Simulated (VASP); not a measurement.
Here is a VASP 6.6.1 calculation.

INCAR

```
PREC = Accurate
ENCUT = 520
EDIFF = 1E-7
ISMEAR = 0
SIGMA = 0.05
LREAL = False
LASPH = True
NELM = 60
ALGO = Normal
ISIF = 2
LWAVE = False
LCHARG = False
GGA = PE
NBANDS = 31
```

KPOINTS

```
regular mesh
0
Gamma
  6 6 4
```

Contents of POSCAR:

```
HfO2
1.0
    3.6043047997      0.0000000000      0.0000000000
    0.0000000000      3.6043047997      0.0000000000
    0.0000000000      0.0000000000      5.2639671207
Hf O
2 4
Direct
    0.5000032077      0.5013107045      0.5000002125
    0.0000085675      0.0012243421      0.0000125411
    0.0000184257      0.4978112107      0.6932067203
    0.4999964867     -0.0020971716      0.8067964680
    0.4999849183      0.0009109808      0.3067395339
   -0.0000116059      0.5008399334      0.1932445240
```

Potentials or basis: VASP PAW PBE potentials, release 64 (Hf_pv, O).

The run is started by

```sh
$ cat potpaw_PBE.64/Hf_pv/POTCAR potpaw_PBE.64/O/POTCAR > POTCAR
$ mpirun -np 1 vasp_std > vasp.out
```

Problem. Predict the largest force.

Solution. 0.051 eV/Å.

Problem. Estimate the pressure.

Solution. -3.1 GPa.

Problem. Estimate the band gap on the k mesh.

Solution. 4.65 eV (least direct gap 4.72 eV).

Forces on the atoms (eV/Å):
```
Hf   0.001 -0.004 -0.001
Hf   0.000 -0.002  0.001
O   -0.001  0.002 -0.048
O    0.001 -0.002  0.047
O    0.000  0.001  0.051
O    0.000  0.005 -0.049
```

Caveat: the cell stands under tension; spin-orbit coupling is left out, which moves the levels of the heavy elements. A k mesh can miss the band edges.
